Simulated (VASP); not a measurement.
# NbTe2 (R-3m) in VASP: single point with LDA+U

Aim: the single point of NbTe2 with LDA+U.

Everything below comes from runs of VASP 6.6.1. Logs are shortened: lines on timing, memory, paths and dates and some standing lists are left out, and cuts for length are marked.

## 1. The cell of the first run

Symmetry: R-3m, No. 166, trigonal system. The conventional cell has a = 4.187 Å, b = 4.187 Å, c = 18.990 Å, α = 90.00°, β = 90.00°, γ = 120.00°. Within 3.8 Å of Nb (site symmetry -3m) lie 6 Te at 2.87 Å. Within 3.8 Å of Te (site symmetry 3m) lie 3 Nb at 2.87 Å.

## 2. Single point, LDA+U, collinear spin, ferromagnetic start

File INCAR:

```
ALGO = Normal
EDIFF = 1E-7
ENCUT = 520
GGA = CA
ISIF = 2
ISMEAR = 0
ISPIN = 2
LASPH = True
LCHARG = False
LDAU = True
LDAUJ = 0 0
LDAUL = 2 -1
LDAUPRINT = 1
LDAUTYPE = 2
LDAUU = 4 0
LMAXMIX = 4
LORBIT = 11
LREAL = False
LWAVE = False
MAGMOM = 1 0 0
NBANDS = 24
NELM = 150
PREC = Accurate
SIGMA = 0.05
```

File KPOINTS:

```
k-points
0
Gamma
  5 5 5
```

File POSCAR:

```
NbTe2
1.0
    2.0937120000      1.2088051900      6.3300799100
   -2.0937120000      1.2088051900      6.3300799100
    0.0000000000     -2.4176103700      6.3300799100
Nb Te
1 2
Direct
    0.0000000000      0.0000000000      0.0000000000
    0.2520000000      0.2520000000      0.2520000000
    0.7480000000      0.7480000000      0.7480000000
```

Potentials or basis: VASP PAW LDA potentials, release 64 (Nb_sv, Te).

Launch:

```bash
$ cat potpaw_LDA.64/Nb_sv/POTCAR potpaw_LDA.64/Te/POTCAR > POTCAR
$ mpirun -np 1 vasp_std > vasp.out
```

OUTCAR:

```text
EDIFF = 1E-7
   ENCUT = 520
   GGA = CA
   ISIF = 2
   ISMEAR = 0
   ISPIN = 2
   LASPH = True
   LORBIT = 11
   LREAL = False
   NELM = 150
   PREC = Accurate

 ion  position               nearest neighbor table
   1  0.000  0.000  0.000-   3 2.87   2 2.87   3 2.87   3 2.87   2 2.87   2 2.87
   2  0.252  0.252  0.252-   1 2.87   1 2.87   1 2.87
   3  0.748  0.748  0.748-   1 2.87   1 2.87   1 2.87

  LATTYP: Found a trigonal (rhomboedric) cell.
 ALAT       =     6.7760424728
 COS(alpha) =     0.8090535269

  Lattice vectors:

 A1 = (   2.0937120000,   1.2088051900,   6.3300799100)
 A2 = (  -2.0937120000,   1.2088051900,   6.3300799100)
 A3 = (   0.0000000000,  -2.4176103700,   6.3300799100)

Analysis of symmetry for initial positions (statically):
=====================================================================
 Subroutine PRICEL returns:
 Original cell was already a primitive cell.

 Routine SETGRP: Setting up the symmetry group for a
 trigonal (rhombohedral) supercell.

 Subroutine GETGRP returns: Found 12 space group operations
 (whereof 12 operations were pure point group operations)
 out of a pool of 12 trial point group operations.

The static configuration has the point symmetry D_3d.

Analysis of symmetry for dynamics (positions and initial velocities):
=====================================================================
 Subroutine PRICEL returns:
 Original cell was already a primitive cell.

 Routine SETGRP: Setting up the symmetry group for a
 trigonal (rhombohedral) supercell.

 Subroutine GETGRP returns: Found 12 space group operations
 (whereof 12 operations were pure point group operations)
 out of a pool of 12 trial point group operations.

The dynamic configuration has the point symmetry D_3d.

Analysis of structural, dynamic, and magnetic symmetry:
=====================================================================
 Subroutine PRICEL returns:
 Original cell was already a primitive cell.

 Routine SETGRP: Setting up the symmetry group for a
 trigonal (rhombohedral) supercell.

 Subroutine GETGRP returns: Found 12 space group operations
 (whereof 12 operations were pure point group operations)
 out of a pool of 12 trial point group operations.
[... 167 lines left out ...]
  o =  0.2173  v =  0.0000  0.0000  0.0000  0.0000  0.0000  0.0000  0.7476 -0.0000  0.0000  0.6641      0.0000  0.0000  0.0000  0.0000  0.0000  0.0000  0.0000  0.0000  0.0000  0.0000
  o =  0.2173  v =  0.0000  0.0000  0.0000  0.0000  0.0000  0.6641  0.0000 -0.0000  0.7476 -0.0000      0.0000  0.0000  0.0000  0.0000  0.0000  0.0000  0.0000  0.0000  0.0000  0.0000
  o =  0.2844  v =  0.0000  0.8952 -0.0000  0.0000  0.4456  0.0000  0.0000  0.0000  0.0000  0.0000      0.0000  0.0000  0.0000  0.0000  0.0000  0.0000  0.0000  0.0000  0.0000  0.0000
  o =  0.2844  v =  0.4456  0.0000 -0.0000  0.8952 -0.0000  0.0000  0.0000  0.0000  0.0000  0.0000      0.0000  0.0000  0.0000  0.0000  0.0000  0.0000  0.0000  0.0000  0.0000  0.0000
  o =  0.7048  v =  0.0000  0.0000  1.0000  0.0000 -0.0000  0.0000  0.0000  0.0000  0.0000  0.0000      0.0000  0.0000  0.0000  0.0000  0.0000  0.0000  0.0000  0.0000  0.0000  0.0000

 number of electron      24.9999999 magnetization       1.0270125

 Free energy of the ion-electron system (eV)
  ---------------------------------------------------
  ext. energy  EPLUGINS =         0.00000000
  ---------------------------------------------------
  free energy    TOTEN  =       -15.79341200 eV

  energy without entropy =      -15.79247637  energy(sigma->0) =      -15.79294418

 E-fermi :   5.6678     XC(G=0):  -9.4918

 val. band max:        5.6345623186   @ k =   0.0000   0.0000   0.0000
 cond. band min:       5.7010084457   @ k =   0.2000   0.2000  -0.0000
 fundamental gap:      0.0664461271
 Fermi energy:         5.6677954582

 spin component 1

 k-point     1 :       0.0000    0.0000    0.0000
  band No.  band energies     occupation
      1     -50.8031      1.00000
      2     -27.0747      1.00000
      3     -27.0747      1.00000
      4     -26.7874      1.00000
      5      -6.3199      1.00000
      6      -4.7143      1.00000
[... 502 lines left out ...]
     23      13.4319      0.00000
     24      14.3219      0.00000
 Fermi energy:         5.6677954582

 spin component 2

 k-point     1 :       0.0000    0.0000    0.0000
  band No.  band energies     occupation
      1     -50.2450      1.00000
      2     -26.5880      1.00000
      3     -26.5880      1.00000
      4     -25.9248      1.00000
      5      -6.3056      1.00000
      6      -4.7307      1.00000
[... 502 lines left out ...]
     23      13.9314      0.00000
     24      14.4439      0.00000

------------------------ aborting loop because EDIFF is reached ----------------------------------------

  FORCE on cell =-STRESS in cart. coord.  units (eV):
  Direction    XX          YY          ZZ          XY          YZ          ZX
  --------------------------------------------------------------------------------------
  -------------------------------------------------------------------------------------
  Total       -3.6819150     -3.6819150      0.1451450      0.0000000      0.0000000      0.0000000
  in kB      -61.3692260    -61.3692260      2.4192407      0.0000000      0.0000000      0.0000000
  external PRESSURE =     -40.1064038 kB  Pullay stress =       0.0000000 kB

 VOLUME and BASIS-vectors are now :
 -----------------------------------------------------------------------------
  energy-cutoff  :      520.00
  volume of cell :       96.12
      direct lattice vectors                 reciprocal lattice vectors
     2.093712000  1.208805190  6.330079910     0.238810304  0.137877194  0.052658630
    -2.093712000  1.208805190  6.330079910    -0.238810304  0.137877194  0.052658630
     0.000000000 -2.417610370  6.330079910     0.000000000 -0.275754387  0.052658630

 POSITION                                       TOTAL-FORCE (eV/Angst)
 -----------------------------------------------------------------------------------
      0.00000      0.00000      0.00000         0.000000      0.000000      0.000000
      0.00000      0.00000      4.78554        -0.000000     -0.000000     -0.231109
      0.00000      0.00000     14.20470        -0.000000      0.000000      0.231109
 -----------------------------------------------------------------------------------
    total drift:                               -0.000000     -0.000000     -0.000000

  FREE ENERGIE OF THE ION-ELECTRON SYSTEM (eV)
  ---------------------------------------------------
  free  energy   TOTEN  =       -15.7934120014 eV

  energy  without entropy=      -15.7924763664  energy(sigma->0) =      -15.79294418

 total charge

# of ion       s       p       d       tot
------------------------------------------
    1        2.168   5.995   2.146  10.309
    2        1.377   2.025   0.035   3.437
    3        1.377   2.025   0.035   3.437
--------------------------------------------------
tot          4.922  10.046   2.216  17.184

 magnetization (x)

# of ion       s       p       d       tot
------------------------------------------
    1        0.013   0.005   0.927   0.946
    2       -0.001  -0.061   0.006  -0.056
    3       -0.001  -0.061   0.006  -0.056
--------------------------------------------------
tot          0.012  -0.118   0.940   0.834
```

Run time: 8.2 min. Hardware: 1 thread of Intel Xeon Platinum 8375C at 2.90GHz (Ice Lake), shared host; peak memory 0.36 GiB.

What came out:

| Quantity | Value |
| --- | --- |
| Free energy | -15.7934 eV |
| Pressure | -4.0 GPa |
| Largest force | 0.231 eV/Å |
| Band gap on the k mesh | zero (filled and empty bands overlap) |
| Net moment | 1.03 μB per cell |
| Site moments | Nb +0.95; Te -0.06 μB |
| Valence electrons inside the program's atomic spheres | Nb 10.31; Te 3.44 |

Forces in eV/Å, atoms in the order of the input:
```
Nb   0.000  0.000  0.000
Te   0.000  0.000 -0.231
Te   0.000  0.000  0.231
```

Eigenvalues of the final occupation matrices:
```tsv
site	spin	trace	eigenvalues
site 1 d	1	1.55	0.14 0.14 0.28 0.28 0.70
site 1 d	2	0.62	0.05 0.07 0.07 0.22 0.22
```

Caveat: spin-orbit coupling is left out, which moves the levels of the heavy elements; the U is typed as a test and isn't derived for this compound. The state reached can hang on the start; a lower one may exist.
